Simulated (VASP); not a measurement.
A run of VASP 6.6.1:

File INCAR:

```
SYSTEM = Ag2PdS2
PREC = Accurate
ENCUT = 520
EDIFF = 1E-7
ISMEAR = 0
SIGMA = 0.1
LREAL = .FALSE.
LASPH = .TRUE.
NELM = 80
ALGO = Normal
ISIF = 2
LWAVE = .FALSE.
LCHARG = .TRUE.
GGA = PE
LELF = .TRUE.
LVHAR = .TRUE.
NBANDS = 30
```

File KPOINTS:

```
regular mesh
0
G
  10 10 10
  0 0 0
```

File POSCAR:

```
Ag2PdS2
1.0
   -2.4925323591      2.4925323591      4.3810196348
    2.4925323591     -2.4925323591      4.3810196348
    2.4925323591      2.4925323591     -4.3810196348
Ag Pd S
2 1 2
Direct
    0.7500000000      0.2500000000      0.5000000000
    0.0000000000      0.0000000000      0.0000000000
    0.2500000000      0.7500000000      0.5000000000
    0.7274356486      0.7274356486      0.0000000000
    0.2725643514      0.2725643514      0.0000000000
```

Potentials or basis: VASP PAW PBE potentials, release 64 (Ag, Pd, S).

Launch:

```console
$ cat potpaw_PBE.64/Ag/POTCAR potpaw_PBE.64/Pd/POTCAR potpaw_PBE.64/S/POTCAR > POTCAR
$ mpirun -np 1 vasp_std > vasp.out
```

Hardware: 1 thread of AMD EPYC 7R13, on a shared host.

Task: Estimate the wall time of this run.

Result: Run time: 14 min on 1 thread of AMD EPYC 7R13 (shared host), peak memory 0.44 GiB. Counts: scf iterations 17, k points 102.
